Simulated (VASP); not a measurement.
# Al2Cu (P4/mmm) in VASP: further runs, part 2 of 2

VASP 6.6.1. Earlier steps stand in the parts before.

## Step 5: Single point, LDA

This run uses another cell than the first one, of the same volume but with other edges.

Contents of INCAR:

```
SYSTEM = Al2Cu
PREC = Accurate
ENCUT = 520
EDIFF = 1E-6
ISMEAR = 0
SIGMA = 0.15
LREAL = .False.
LASPH = .True.
NELM = 100
ALGO = Fast
ISIF = 2
LWAVE = .False.
LCHARG = .False.
GGA = CA
NBANDS = 16
```

Contents of KPOINTS:

```
regular mesh
0
Gamma
  14 14 18
  0 0 0
```

Contents of POSCAR:

```
Al2Cu
1.0
    3.9160925840      0.0000000000      0.0000000000
    0.0000000000      3.9160925840      0.0000000000
    0.0000000000      0.0000000000      3.0070914902
Al Cu
2 1
Direct
    0.5000000000      0.0000000000      0.5000000000
    0.0000000000      0.5000000000      0.5000000000
    0.0000000000      0.0000000000      0.0000000000
```

Potentials or basis: VASP PAW LDA potentials, release 64 (Al, Cu).

Launch:

```bash
> cat potpaw_LDA.64/Al/POTCAR potpaw_LDA.64/Cu/POTCAR > POTCAR
> mpirun -np 1 vasp_std > vasp.out
```

OUTCAR:

```text
SYSTEM = Al2Cu
   PREC = Accurate
   ENCUT = 520
   EDIFF = 1E-6
   ISMEAR = 0
   LREAL = .False.
   LASPH = .True.
   NELM = 100
   ISIF = 2
   GGA = CA

 ion  position               nearest neighbor table
   1  0.500  0.000  0.500-   3 2.47   3 2.47   3 2.47   3 2.47   2 2.77   2 2.77   2 2.77   2 2.77

   2  0.000  0.500  0.500-   3 2.47   3 2.47   3 2.47   3 2.47   1 2.77   1 2.77   1 2.77   1 2.77

   3  0.000  0.000  0.000-   1 2.47   2 2.47   1 2.47   2 2.47   2 2.47   2 2.47   1 2.47   1 2.47

  LATTYP: Found a simple tetragonal cell.
 ALAT       =     3.9160925840
 C/A-ratio  =     0.7678805916

  Lattice vectors:

 A1 = (   3.9160925840,   0.0000000000,   0.0000000000)
 A2 = (   0.0000000000,   3.9160925840,   0.0000000000)
 A3 = (   0.0000000000,   0.0000000000,   3.0070914902)

Analysis of symmetry for initial positions (statically):
=====================================================================
 Subroutine PRICEL returns:
 Original cell was already a primitive cell.

 Routine SETGRP: Setting up the symmetry group for a
 simple tetragonal supercell.

 Subroutine GETGRP returns: Found 16 space group operations
 (whereof 16 operations were pure point group operations)
 out of a pool of 16 trial point group operations.

The static configuration has the point symmetry D_4h.

Analysis of symmetry for dynamics (positions and initial velocities):
=====================================================================
 Subroutine PRICEL returns:
 Original cell was already a primitive cell.

 Routine SETGRP: Setting up the symmetry group for a
 simple tetragonal supercell.

 Subroutine GETGRP returns: Found 16 space group operations
 (whereof 16 operations were pure point group operations)
 out of a pool of 16 trial point group operations.

[... 114 lines left out ...]
   NUPDOWN=      -1.0000    fix difference up-down
   EMIN   =  10.00;   EMAX   =-10.00  energy-range for DOS
   EFERMI =   0.00;   METHOD = LEGACY
   ISMEAR =     0;   SIGMA  =   0.15  broadening in eV -4-tet -1-fermi 0-gaus
   EFERMI_NEDOS =   21; number of points for ismear=-14 and -15
   IALGO  =     68    algorithm
   IMIX   =      4    mixing-type and parameters
     AMIX     =   0.40;   BMIX     =  1.00
     AMIX_MAG =   1.60;   BMIX_MAG =  1.00
  volume/ion in A,a.u.               =      15.37       103.74
  Fermi-wavevector in a.u.,A,eV,Ry     =   1.173835  2.218226 18.747304  1.377888
  Thomas-Fermi vector in A             =   2.310241
   LORBIT       =      0    0 simple, 1 ext, 2 COOP (PROOUT), +10 PAW based schemes
   GGA     = CA    functional components
   LHFCALC =     F    Hartree Fock is set to
   AEXX    =    0.0000 exact exchange contribution
   IVDW    =     0    specifies the selected vdW correction
   LEPSILON=     F    determine dielectric tensor
   LRPA    =     F    only Hartree local field effects (RPA)
 non-spin polarized calculation
 RMM-DIIS sequential band-by-band and
 Gauss-broadening in eV      SIGMA  =   0.15
  energy-cutoff  :      520.00
  volume of cell :       46.12
 maximum number of plane-waves:      1271
 NGX is ok and might be reduce to    30

 number of electron      17.0000007 magnetization

 Free energy of the ion-electron system (eV)
  ---------------------------------------------------
  ext. energy  EPLUGINS =         0.00000000
  ---------------------------------------------------
  free energy    TOTEN  =       -13.14359179 eV

  energy without entropy =      -13.13285032  energy(sigma->0) =      -13.13822106

 E-fermi :   7.3477     XC(G=0): -10.8194

 val. band max:        7.3399518844   @ k =   0.2857   0.2857   0.0000
 cond. band min:       7.3497504058   @ k =   0.1429   0.0000   0.2778
 fundamental gap:      0.0097985214
 Fermi energy:         7.3477337209

 k-point     1 :       0.0000    0.0000    0.0000
  band No.  band energies     occupation
      1      -3.3490      2.00000
      2       2.0707      2.00000
      3       2.4042      2.00000
      4       3.1178      2.00000
      5       3.1178      2.00000
      6       3.1248      2.00000
[... 433 lines left out ...]
      3       2.2073      2.00000
      4       2.7818      2.00000
      5       3.0707      2.00000
      6       3.1017      2.00000
[... 8 lines left out ...]
     15      16.4813      0.00000
     16      18.9236      0.00000

 [... further k-points ...]
[... 5 lines left out ...]
  --------------------------------------------------------------------------------------
  -------------------------------------------------------------------------------------
  Total        1.0335275      1.0335275     -1.3972225      0.0000000     -0.0000000      0.0000000
  in kB       35.9070806     35.9070806    -48.5426660      0.0000000     -0.0000000      0.0000000
  external PRESSURE =       7.7571651 kB  Pullay stress =       0.0000000 kB

 VOLUME and BASIS-vectors are now :
 -----------------------------------------------------------------------------
  energy-cutoff  :      520.00
  volume of cell :       46.12
      direct lattice vectors                 reciprocal lattice vectors
     3.916092584  0.000000000  0.000000000     0.255356578  0.000000000  0.000000000
     0.000000000  3.916092584  0.000000000     0.000000000  0.255356578  0.000000000
     0.000000000  0.000000000  3.007091490     0.000000000  0.000000000  0.332547248

 POSITION                                       TOTAL-FORCE (eV/Angst)
 -----------------------------------------------------------------------------------
      1.95805      0.00000      1.50355         0.000000      0.000000      0.000000
      0.00000      1.95805      1.50355         0.000000      0.000000      0.000000
      0.00000      0.00000      0.00000         0.000000      0.000000      0.000000
 -----------------------------------------------------------------------------------
    total drift:                                0.000000     -0.000000     -0.000000

  FREE ENERGIE OF THE ION-ELECTRON SYSTEM (eV)
  ---------------------------------------------------
  free  energy   TOTEN  =       -13.1435917944 eV

  energy  without entropy=      -13.1328503207  energy(sigma->0) =      -13.13822106
```

OSZICAR:

```text
N       E                     dE             d eps       ncg     rms          rms(c)
DAV:   1     0.618080743950E+02    0.61808E+02   -0.69290E+03 11608   0.114E+03
DAV:   2    -0.125613658514E+02   -0.74369E+02   -0.66266E+02 12256   0.207E+02
DAV:   3    -0.152737017501E+02   -0.27123E+01   -0.26485E+01 15712   0.443E+01
DAV:   4    -0.153298381076E+02   -0.56136E-01   -0.56116E-01 13648   0.538E+00
DAV:   5    -0.153322363278E+02   -0.23982E-02   -0.23982E-02 18072   0.128E+00    0.137E+01
RMM:   6    -0.166765929306E+02   -0.13444E+01   -0.31358E+01 14391   0.885E+01    0.114E+01
RMM:   7    -0.131930865005E+02    0.34835E+01   -0.87570E+00 13108   0.499E+01    0.123E+00
RMM:   8    -0.131514045982E+02    0.41682E-01   -0.66910E-01 12778   0.134E+01    0.125E+00
RMM:   9    -0.131431857663E+02    0.82188E-02   -0.89242E-02 13962   0.391E+00    0.410E-01
RMM:  10    -0.131448693047E+02   -0.16835E-02   -0.35923E-02 14964   0.266E+00    0.420E-01
RMM:  11    -0.131431342649E+02    0.17350E-02   -0.12287E-02 15269   0.137E+00    0.746E-02
RMM:  12    -0.131435391559E+02   -0.40489E-03   -0.42736E-03 16229   0.453E-01    0.655E-02
RMM:  13    -0.131436820852E+02   -0.14293E-03   -0.73340E-04 15122   0.359E-01    0.943E-02
RMM:  14    -0.131435752659E+02    0.10682E-03   -0.59743E-04 14488   0.381E-01    0.218E-02
RMM:  15    -0.131435923000E+02   -0.17034E-04   -0.22429E-04 16912   0.129E-01    0.118E-02
RMM:  16    -0.131435943080E+02   -0.20079E-05   -0.15695E-05 14926   0.278E-02    0.134E-02
RMM:  17    -0.131435921133E+02    0.21947E-05   -0.28452E-06 12301   0.226E-02    0.978E-03
RMM:  18    -0.131435917944E+02    0.31883E-06   -0.28992E-06 11151   0.215E-02
   1 F= -.13143592E+02 E0= -.13138221E+02  d E =-.107415E-01
```

stdout:

```text
POSCAR found type information on POSCAR AlCu
 POSCAR found :  2 types and       3 ions
 scaLAPACK will be used
 LDA part: xc-table for (Slater(with rela. corr.)+CA(PZ))
 , standard interpolation
 POSCAR, INCAR and KPOINTS ok, starting setup
 FFT: planning ... GRIDC
 FFT: planning ... GRID_SOFT
 FFT: planning ... GRID
 WAVECAR not read
 entering main loop
WARNING in EDDRMM: call to ZHEGV failed, returncode =   6  3     15
```

Wall time 2.5 min (1 thread of AMD EPYC 9R45 (Zen 5), shared host); peak memory 0.32 GiB.

What came out:

```yaml
Free_energy: -13.1436 eV
Pressure: 0.8 GPa
```

## Step 6: Summary

```csv
cell,further INCAR settings,gap on the mesh (eV),pressure (GPa)
"a = 4.268, b = 4.268, c = 2.532 Å, 3 atoms",ALGO = Fast; EDIFF = 1e-07; NBANDS = 16,none,3.9
"a = 3.804, b = 3.804, c = 3.187 Å, 3 atoms",ALGO = Fast; EDIFF = 1e-06; NBANDS = 16,none,2.4
"a = 4.156, b = 4.156, c = 2.669 Å, 3 atoms",ALGO = Fast; EDIFF = 1e-06; NBANDS = 16,none,1.3
"a = 3.916, b = 3.916, c = 3.007 Å, 3 atoms",ALGO = Fast; EDIFF = 1e-06; NBANDS = 16,none,0.8
```

Alike in all rows: task single point; level LDA; potentials or basis VASP PAW LDA potentials, release 64 (Al, Cu); no spin polarisation; k mesh 14 × 14 × 18; cutoff (eV) 520; smearing gaussian 0.15 eV.

Absolute energies hang on the potentials; compare differences alone.
